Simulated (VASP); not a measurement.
Runs of VASP 6.6.1 on HfN. The structure is that of space group F-43m (No. 216), or close to it. The cells are those of the table. 

| cell | gap on the mesh (eV) | pressure (GPa) |
| --- | --- | --- |
| a = 3.472, b = 3.437, c = 3.437 Å, angles 60.7, 59.7, 59.7°, 2 atoms | none | -2.1 |
| a = 3.472, b = 3.420, c = 3.420 Å, angles 61.0, 59.5, 59.5°, 2 atoms | none | 0.0 |
| a = 3.472, b = 3.454, c = 3.454 Å, angles 60.3, 59.8, 59.8°, 2 atoms | none | (b) |
| a = 3.472, b = 3.507, c = 3.507 Å, angles 59.3, 60.3, 60.3°, 2 atoms | none | (a) |
| a = 3.472, b = 3.533, c = 3.533 Å, angles 58.9, 60.6, 60.6°, 2 atoms | none | -11.8 |

Alike in all rows: task single point; level PBEsol; potentials or basis VASP PAW PBE potentials, release 64 (Hf_pv, N); no spin polarisation; k mesh 16 × 16 × 16; cutoff (eV) 520; smearing gaussian 0.15 eV.

Task: Fill in the values left out.

Result: (a) -9.4; (b) -4.0.

Caveats: the PAW data sets were made with another functional, which shifts forces and pressure a little; spin-orbit coupling is left out, which moves the levels of the heavy elements.

A k mesh can miss the band edges, and the runs leave out spin-orbit coupling on Hf.

A gap of «none» marks levels without a gap at the run's occupations.
